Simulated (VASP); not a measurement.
# Ga2O3 (P-3m1) in VASP: single point with PBE+D3(BJ)

Aim: the single point of Ga2O3 with PBE+D3(BJ).

All numbers are computed with VASP 6.6.1; they aren't measurements. Logs are shortened: lines on timing, memory, paths and dates and some standing lists are left out, and cuts for length are marked.

## (1) The cell of the first run

It takes space group P-3m1 (No. 164, trigonal). Conventional cell: a = 2.913 Å, b = 2.913 Å, c = 7.167 Å, α = 90.00°, β = 90.00°, γ = 120.00°. Ga (site symmetry 3m) has 6 O at 2.07 Å within 2.7 Å. Within 2.7 Å of O (site symmetry 3m) lie 3 Ga at 2.07 Å. O (site symmetry -3m) has 6 Ga at 2.07 Å within 2.7 Å.

## (2) Single point, PBE+D3(BJ)

INCAR reads:

```
SYSTEM = Ga2O3
ALGO = Normal ; EDIFF = 1E-6
ENCUT = 1340 ; GGA = PE
GGA_COMPAT = .False. ; ISIF = 2
ISMEAR = 0 ; IVDW = 12
LASPH = .True. ; LCHARG = .False.
LREAL = .False. ; LWAVE = .False.
NBANDS = 30 ; NELM = 120
PREC = Accurate ; SIGMA = 0.1
```

KPOINTS reads:

```
k-points
0
Gamma
  6 6 4
  0 0 0
```

POSCAR reads:

```
Ga2O3
1.0
    2.9125689300      0.0000000000      0.0000000000
   -1.4562844600      2.5223586800      0.0000000000
    0.0000000000      0.0000000000      7.1674043400
Ga O
2 3
Direct
    0.3333333300      0.6666666700      0.8326200800
    0.6666666700      0.3333333300      0.1673799200
    0.6666666700      0.3333333300      0.6652401500
    0.0000000000      0.0000000000      0.0000000000
    0.3333333300      0.6666666700      0.3347598500
```

Potentials or basis: VASP PAW PBE potentials, release 64 (Ga_d, O_h).

On the command line:

```bash
cat potpaw_PBE.64/Ga_d/POTCAR potpaw_PBE.64/O_h/POTCAR > POTCAR
mpirun -np 1 vasp_std > vasp.out
```

OUTCAR:

```text
SYSTEM = Ga2O3
   EDIFF = 1E-6
   ENCUT = 1340
   GGA = PE
   ISIF = 2
   ISMEAR = 0
   IVDW = 12
   LASPH = .True.
   LREAL = .False.
   NELM = 120
   PREC = Accurate
 IVDW          = 12

 ion  position               nearest neighbor table
   1  0.333  0.667  0.833-   4 2.07   4 2.07   4 2.07   3 2.07   3 2.07   3 2.07
   2  0.667  0.333  0.167-   4 2.07   4 2.07   4 2.07   5 2.07   5 2.07   5 2.07
   3  0.667  0.333  0.665-   1 2.07   1 2.07   1 2.07
   4  0.000  0.000  0.000-   1 2.07   2 2.07   1 2.07   2 2.07   2 2.07   1 2.07
   5  0.333  0.667  0.335-   2 2.07   2 2.07   2 2.07

  LATTYP: Found a hexagonal cell.
 ALAT       =     2.9125689300
 C/A-ratio  =     2.4608531205

  Lattice vectors:

 A1 = (   2.9125689300,   0.0000000000,   0.0000000000)
 A2 = (  -1.4562844600,   2.5223586800,   0.0000000000)
 A3 = (   0.0000000000,   0.0000000000,   7.1674043400)

Analysis of symmetry for initial positions (statically):
=====================================================================
 Subroutine PRICEL returns:
 Original cell was already a primitive cell.

 Routine SETGRP: Setting up the symmetry group for a
 hexagonal supercell.

 Subroutine GETGRP returns: Found 12 space group operations
 (whereof 12 operations were pure point group operations)
 out of a pool of 24 trial point group operations.

The static configuration has the point symmetry D_3d.

Analysis of symmetry for dynamics (positions and initial velocities):
=====================================================================
 Subroutine PRICEL returns:
 Original cell was already a primitive cell.

 Routine SETGRP: Setting up the symmetry group for a
 hexagonal supercell.

 Subroutine GETGRP returns: Found 12 space group operations
 (whereof 12 operations were pure point group operations)
 out of a pool of 24 trial point group operations.

The dynamic configuration has the point symmetry D_3d.

 Subroutine INISYM returns: Found 12 space group operations
 (whereof 12 operations are pure point group operations),
 and found     1 'primitive' translations

----------------------------------------------------------------------------------------

                                     Primitive cell

  volume of cell :      52.6556

  direct lattice vectors                    reciprocal lattice vectors
     2.912568930  0.000000000  0.000000000     0.343339514  0.198227160  0.000000000
    -1.456284460  2.522358680  0.000000000     0.000000000  0.396454322  0.000000000
     0.000000000  0.000000000  7.167404340     0.000000000  0.000000000  0.139520523

  length of vectors
     2.912568930  2.912568924  7.167404340     0.396454321  0.396454322  0.139520523

  position of ions in fractional coordinates (direct lattice)
     0.333333330  0.666666670  0.832620080
     0.666666670  0.333333330  0.167379920
     0.666666670  0.333333330  0.665240150
     0.000000000  0.000000000  0.000000000
     0.333333330  0.666666670  0.334759850

  ion indices of the primitive-cell ions
   primitive index   ion index
                 1           1
                 2           2
                 3           3
                 4           4
                 5           5

----------------------------------------------------------------------------------------

 KPOINTS: k-points

Automatic generation of k-mesh.
 Grid dimensions read from file:
 generate k-points for:    6    6    4

 Generating k-lattice:

  Cartesian coordinates                     Fractional coordinates (reciprocal lattice)
     0.057223252  0.033037860  0.000000000     0.166666667  0.000000000  0.000000000
     0.000000000  0.066075720  0.000000000     0.000000000  0.166666667  0.000000000
     0.000000000  0.000000000  0.034880131     0.000000000  0.000000000  0.250000000

  Length of vectors
     0.066075720  0.066075720  0.034880131

  Shift w.r.t. Gamma in fractional coordinates (k-lattice)
     0.000000000  0.000000000  0.000000000

 Subroutine IBZKPT returns following result:
 ===========================================

 Found     24 irreducible k-points:

 Following reciprocal coordinates:
            Coordinates               Weight
  0.000000  0.000000  0.000000      1.000000
  0.166667  0.000000  0.000000      6.000000
  0.333333 -0.000000  0.000000      6.000000
  0.500000  0.000000  0.000000      3.000000
  0.166667  0.166667  0.000000      6.000000
  0.333333  0.166667  0.000000     12.000000
[... 16 lines left out ...]
  0.333333  0.166667  0.500000     12.000000
  0.333333  0.333333  0.500000      2.000000
   k-points           NKPTS =     24   k-points in BZ     NKDIM =     24   number of bands    NBANDS=     30
   number of dos      NEDOS =    301   number of ions     NIONS =      5
   total plane-waves  NPLWV = 116640
   dimension x,y,z NGX =    36 NGY =   36 NGZ =   90
   dimension x,y,z NGXF=    72 NGYF=   72 NGZF=  180
   ions per type =               2   3
   NGX,Y,Z   is equivalent  to a cutoff of  20.55, 20.55, 20.88 a.u.
   NGXF,Y,Z  is equivalent  to a cutoff of  41.10, 41.10, 41.75 a.u.
 SYSTEM =  Ga2O3
   PREC   = accura    normal or accurate (medium, high low for compatibility)
   ISTART =      0    job   : 0-new  1-cont  2-samecut
   ICHARG =      2    charge: 1-file 2-atom 10-const
   ISPIN  =      1    spin polarized calculation?
   LNONCOLLINEAR =      F non collinear calculations
   LSORBIT =      F    spin-orbit coupling
   LASPH  =      T    aspherical Exc in radial PAW
   ENCUT  = 1340.0 eV  98.49 Ry    9.92 a.u.   8.69  8.69 21.39*2*pi/ulx,y,z
   NELM   =    120;   NELMIN=  2; NELMDL= -5     # of ELM steps
   EDIFF  = 0.1E-05   stopping-criterion for ELM
   LREAL  =      F    real-space projection
[... 7 lines left out ...]
   TEBEG  =    0.0;   TEEND  =   0.0 temperature during run
   PSTRESS=    0.0 pullay stress
   NELECT =      44.0000    total number of electrons
   NUPDOWN=      -1.0000    fix difference up-down
   EMIN   =  10.00;   EMAX   =-10.00  energy-range for DOS
   EFERMI =   0.00;   METHOD = LEGACY
   ISMEAR =     0;   SIGMA  =   0.10  broadening in eV -4-tet -1-fermi 0-gaus
   EFERMI_NEDOS =   21; number of points for ismear=-14 and -15
   IALGO  =     38    algorithm
   IMIX   =      4    mixing-type and parameters
     AMIX     =   0.40;   BMIX     =  1.00
     AMIX_MAG =   1.60;   BMIX_MAG =  1.00
  volume/ion in A,a.u.               =      10.53        71.07
  Fermi-wavevector in a.u.,A,eV,Ry     =   1.541975  2.913911 32.350405  2.377688
  Thomas-Fermi vector in A             =   2.647845
   LORBIT       =      0    0 simple, 1 ext, 2 COOP (PROOUT), +10 PAW based schemes
   GGA     = PE    functional components
   LHFCALC =     F    Hartree Fock is set to
   AEXX    =    0.0000 exact exchange contribution
   IVDW    =    12    specifies the selected vdW correction
   LEPSILON=     F    determine dielectric tensor
   LRPA    =     F    only Hartree local field effects (RPA)
 non-spin polarized calculation
 Gauss-broadening in eV      SIGMA  =   0.10
  energy-cutoff  :     1340.00
  volume of cell :       52.66
 maximum number of plane-waves:      5890
 NGX is ok and might be reduce to    36
   NGX = 17   NGY = 17   NGZ = 43

 number of electron      44.0000003 magnetization

 Free energy of the ion-electron system (eV)
  ---------------------------------------------------
  ext. energy  EPLUGINS =         0.00000000
  ---------------------------------------------------
  free energy    TOTEN  =       -25.97917263 eV

  energy without entropy =      -25.97857029  energy(sigma->0) =      -25.97887146

 E-fermi :   5.2153     XC(G=0): -11.6554

 val. band max:        5.0804962879   @ k =   0.0000   0.0000   0.0000
 cond. band min:       5.2871799438   @ k =   0.0000   0.0000   0.0000
 fundamental gap:      0.2066836559
 Fermi energy:         5.2153420355

 k-point     1 :       0.0000    0.0000    0.0000
  band No.  band energies     occupation
      1     -17.5667      2.00000
      2     -12.2431      2.00000
      3     -12.1709      2.00000
      4      -9.7057      2.00000
      5      -9.7057      2.00000
      6      -9.6248      2.00000
[... 22 lines left out ...]
     29      18.7223      0.00000
     30      19.2814      0.00000

 k-point     2 :       0.1667    0.0000    0.0000
  band No.  band energies     occupation
      1     -17.3115      2.00000
      2     -12.1159      2.00000
      3     -12.0560      2.00000
      4      -9.6835      2.00000
      5      -9.6613      2.00000
      6      -9.6187      2.00000
[... 22 lines left out ...]
     29      16.3673      0.00000
     30      17.9097      0.00000

 k-point     3 :       0.3333   -0.0000    0.0000
  band No.  band energies     occupation
      1     -16.7566      2.00000
      2     -11.9194      2.00000
      3     -11.7447      2.00000
      4      -9.6896      2.00000
      5      -9.6636      2.00000
      6      -9.6503      2.00000
[... 22 lines left out ...]
     29      16.1120      0.00000
     30      16.7216      0.00000

 k-point     4 :       0.5000    0.0000    0.0000
  band No.  band energies     occupation
      1     -16.4543      2.00000
      2     -11.7462      2.00000
      3     -11.6203      2.00000
      4      -9.7814      2.00000
      5      -9.6911      2.00000
      6      -9.6901      2.00000
[... 22 lines left out ...]
     29      15.6244      0.00000
     30      16.7636      0.00000

 k-point     5 :       0.1667    0.1667    0.0000
  band No.  band energies     occupation
      1     -16.9035      2.00000
      2     -11.9743      2.00000
      3     -11.8263      2.00000
      4      -9.6732      2.00000
      5      -9.6618      2.00000
      6      -9.6137      2.00000
[... 22 lines left out ...]
     29      15.3415      0.00000
     30      17.0245      0.00000
[... 526 lines left out ...]
     29      15.5357      0.00000
     30      17.1718      0.00000

 k-point    22 :       0.1667    0.1667    0.5000
  band No.  band energies     occupation
      1     -16.9029      2.00000
      2     -11.9893      2.00000
      3     -11.8156      2.00000
      4      -9.6730      2.00000
      5      -9.6618      2.00000
      6      -9.6137      2.00000
[... 22 lines left out ...]
     29      15.5538      0.00000
     30      17.0805      0.00000

 k-point    23 :       0.3333    0.1667    0.5000
  band No.  band energies     occupation
      1     -16.4642      2.00000
      2     -11.7238      2.00000
      3     -11.6698      2.00000
      4      -9.7347      2.00000
      5      -9.7003      2.00000
      6      -9.5706      2.00000
[... 22 lines left out ...]
     29      15.6892      0.00000
     30      16.8592      0.00000

 k-point    24 :       0.3333    0.3333    0.5000
  band No.  band energies     occupation
      1     -16.3203      2.00000
      2     -11.6329      2.00000
      3     -11.6329      2.00000
      4      -9.6968      2.00000
      5      -9.6968      2.00000
      6      -9.6078      2.00000
[... 22 lines left out ...]
     29      16.7104      0.00000
     30      16.7104      0.00000

------------------------ aborting loop because EDIFF is reached ----------------------------------------

 Edisp (eV)   -0.99021

 E8    (eV) :    -0.3874

  FORCE on cell =-STRESS in cart. coord.  units (eV):
  Direction    XX          YY          ZZ          XY          YZ          ZX
  --------------------------------------------------------------------------------------
  -------------------------------------------------------------------------------------
  Total       3.76467     3.76467    -3.09850     0.00000     0.00000     0.00000
  in kB     114.54922   114.54922   -94.27950     0.00000     0.00000     0.00000
  external pressure =       44.94 kB  Pullay stress =        0.00 kB

 VOLUME and BASIS-vectors are now :
 -----------------------------------------------------------------------------
  energy-cutoff  :     1340.00
  volume of cell :       52.66
      direct lattice vectors                 reciprocal lattice vectors
     2.912568930  0.000000000  0.000000000     0.343339514  0.198227160  0.000000000
    -1.456284460  2.522358680  0.000000000     0.000000000  0.396454322  0.000000000
     0.000000000  0.000000000  7.167404340     0.000000000  0.000000000  0.139520523

 POSITION                                       TOTAL-FORCE (eV/Angst)
 -----------------------------------------------------------------------------------
     -0.00000      1.68157      5.96772        -0.000000     -0.000000     -8.342075
      1.45628      0.84079      1.19968        -0.000000      0.000000      8.342075
      1.45628      0.84079      4.76805         0.000000      0.000000      4.929297
      0.00000      0.00000      0.00000        -0.000000      0.000000      0.000000
     -0.00000      1.68157      2.39936         0.000000     -0.000000     -4.929297
 -----------------------------------------------------------------------------------
    total drift:                                0.000000      0.000000      0.000000

  FREE ENERGIE OF THE ION-ELECTRON SYSTEM (eV)
  ---------------------------------------------------
  free  energy   TOTEN  =       -26.9693844451 eV

  energy  without entropy=      -26.9687821031  energy(sigma->0) =      -26.96908327
```

It took 2.6 min on 1 thread of Intel Xeon Platinum 8259CL at 2.50GHz (Skylake/Cascade Lake), shared host; peak memory 0.41 GiB.

Results:

```yaml
Free_energy: -26.9694 eV
Pressure: 4.5 GPa
Largest_force: 8.342 eV/Å
Band_gap_on_the_k_mesh: 0.21 eV
Dispersion_energy_per_atom: -0.198 eV
```

Forces on the atoms (eV/Å):
```
Ga   0.000  0.000 -8.342
Ga   0.000  0.000  8.342
O    0.000  0.000  4.929
O    0.000  0.000  0.000
O    0.000  0.000 -4.929
```

Stress tensor (GPa, compression positive):
```
11.45  0.00  0.00
 0.00 11.45  0.00
 0.00  0.00 -9.43
```

Caveat: the stress differs along the axes, from -9 to 11 GPa; semilocal functionals underestimate gaps, and a narrow one can read as zero; forces of over 1 eV/Å act on the atoms, so gaps and moduli don't describe the material at rest.
